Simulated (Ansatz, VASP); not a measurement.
## Two plane-wave programs on C

```
C
1.0
    -0.02592    1.78981    1.78981
     1.78981   -0.02592    1.78981
     1.78981    1.78981   -0.02592
C
2
Cartesian
  -0.0003 -0.0003 -0.0003
  0.8887 0.8887 0.8887
```

Change from the starting cell: epitaxial_111 strain +2.0%.

Alike in both runs: task single point; functional PBE; k mesh 12 × 12 × 12; occupations fermi-dirac, width 0.02 eV; no spin polarisation.

|  | VASP | Ansatz |
| --- | --- | --- |
| version | VASP 6.6.1 | Ansatz 0.2.0 |
| potentials or method | VASP PAW PBE potentials, release 64 (C) | plane waves, PAW |
| plane-wave cutoff (eV) | 520 | 420 |
| valence electrons in the cell | 8 | 8 |

|  | VASP | Ansatz | Ansatz less VASP |
| --- | --- | --- | --- |
| gap on the k mesh at the Fermi level (eV) | 4.07 | 4.07 | +0.009 |
| pressure (GPa) | -10.8 | -11.4 | -0.55 |
| traceless stress, the component that is largest in VASP (GPa) | 7.67 | 7.62 | -0.049 |
| rms of the force components (eV/Å) | 0.019 | 0.015 | -0.0039 |

Atom by atom the forces differ by 0.004 eV/Å (rms over components).
